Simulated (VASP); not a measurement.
Wanted: the native input for a VASP 6.6.1 run.

```yaml
Task: single point
Functional: LDA
Potentials_or_basis: VASP PAW LDA potentials, release 64 (Cu, I)
Cutoff: 520 eV
k_mesh: 10 × 10 × 6
Occupations: fermi-dirac, width 0.08 eV
Spin: no spin polarisation
Dipole_correction: no
Further_INCAR_settings: ALGO = Normal; EDIFF = 1e-06; NBANDS = 26
```

The structure of CuI (NiAs type) lies in POSCAR:

```
CuI
1.0
    4.0691369593      0.0000000000      0.0000000000
   -2.0345684797      3.5239759783      0.0000000000
    0.0000000000      0.0000000000      6.0283674155
Cu I
2 2
Direct
    0.0000000000      0.0000000000      0.0000000000
    0.0000000000      0.0000000000      0.5000000000
    0.3333333333      0.6666666667      0.2500000000
    0.6666666667      0.3333333333      0.7500000000
```

The input as run:

INCAR

```
SYSTEM = CuI
ALGO = Normal ; EDIFF = 1E-6
ENCUT = 520 ; ISIF = 2
ISMEAR = -1 ; LASPH = .True.
LCHARG = .False. ; LREAL = .False.
LWAVE = .False. ; NBANDS = 26
NELM = 60 ; PREC = Accurate
SIGMA = 0.08
```

KPOINTS

```
k-points
0
Gamma
  10 10 6
  0 0 0
```

Potentials or basis: VASP PAW LDA potentials, release 64 (Cu, I).

Launch:

```console
$ cat potpaw_LDA.64/Cu/POTCAR potpaw_LDA.64/I/POTCAR > POTCAR
$ mpirun -np 1 vasp_std > vasp.out
```

Results of the run:

- Pressure: -0.5 GPa
- Band gap on the k mesh: 0.48 eV (least direct gap 0.93 eV)

Caveat: semilocal functionals underestimate gaps, and a narrow one can read as zero; spin-orbit coupling is left out, which moves the levels of the heavy elements.

It took 4.9 min on 1 thread of AMD EPYC 7R13, on a shared host, peak memory 0.21 GiB.
